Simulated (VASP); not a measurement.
CuAu3, 4 atoms in the cell. Symmetry: Pm-3m, No. 221, cubic system. The conventional cell has a = 3.953 Å, b = 3.953 Å, c = 3.953 Å, α = 90.00°, β = 90.00°, γ = 90.00°. Cu (site symmetry m-3m) has 12 Au at 2.80 Å within 3.7 Å. Within 3.7 Å of Au (site symmetry 4/mmm) lie 4 Cu at 2.80 Å and 8 Au at 2.80 Å. 

- Program: VASP 6.6.1
- Task: electric field gradients
- Functional: LDA
- Potentials or basis: VASP PAW LDA potentials, release 64 (Cu, Au)
- Cutoff: 520 eV
- k mesh: 9 × 9 × 9
- Occupations: fermi-dirac, width 0.05 eV
- Spin: no spin polarisation
- Dipole correction: no
- Further INCAR settings: ALGO = Normal; EDIFF = 1e-08; NBANDS = 30

Potentials or basis: VASP PAW LDA potentials, release 64 (Cu, Au).

Command:

```console
$ cat potpaw_LDA.64/Cu/POTCAR potpaw_LDA.64/Au/POTCAR > POTCAR
$ mpirun -np 1 vasp_std > vasp.out
```

Hardware: 1 thread of AMD EPYC 9R45 96-Core Processor (Zen 5) (shared host).

Question: How long does it take, and how much memory?

Answer: Wall time 34 s on 1 thread of AMD EPYC 9R45 96-Core Processor (Zen 5) (shared host), peak memory 0.16 GiB. Counts: scf iterations 16, k points 35.
